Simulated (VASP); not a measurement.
Here is a VASP 6.6.1 calculation.

INCAR

```
SYSTEM = Ba
PREC = Accurate
ENCUT = 520
EDIFF = 1E-6
ISMEAR = -1
SIGMA = 0.6
LREAL = .False.
LASPH = .True.
NELM = 100
ALGO = Normal
ISIF = 2
LWAVE = .False.
LCHARG = .True.
GGA = PE
LELF = .True.
LVHAR = .True.
NBANDS = 11
```

Contents of KPOINTS:

```
Automatic mesh
0
Gamma
  9 9 9
  0 0 0
```

POSCAR

```
Ba
1.0
   -2.5124914082      2.5124914082      2.5124914082
    2.5124914082     -2.5124914082      2.5124914082
    2.5124914082      2.5124914082     -2.5124914082
Ba
1
Direct
    0.0000000000      0.0000000000      0.0000000000
```

Potentials or basis: VASP PAW PBE potentials, release 64 (Ba_sv).

Command:

```bash
$ cat potpaw_PBE.64/Ba_sv/POTCAR > POTCAR
$ mpirun -np 1 vasp_std > vasp.out
```

Q: What does it give for the band gap on the k mesh?

A: Zero (bands 5 and 6 overlap by 0.90 eV).

Q: Predict the pressure.

A: 0.9 GPa.

Caveat: so wide a smearing shifts energies and pressures; spin-orbit coupling is left out, which moves the levels of the heavy elements.
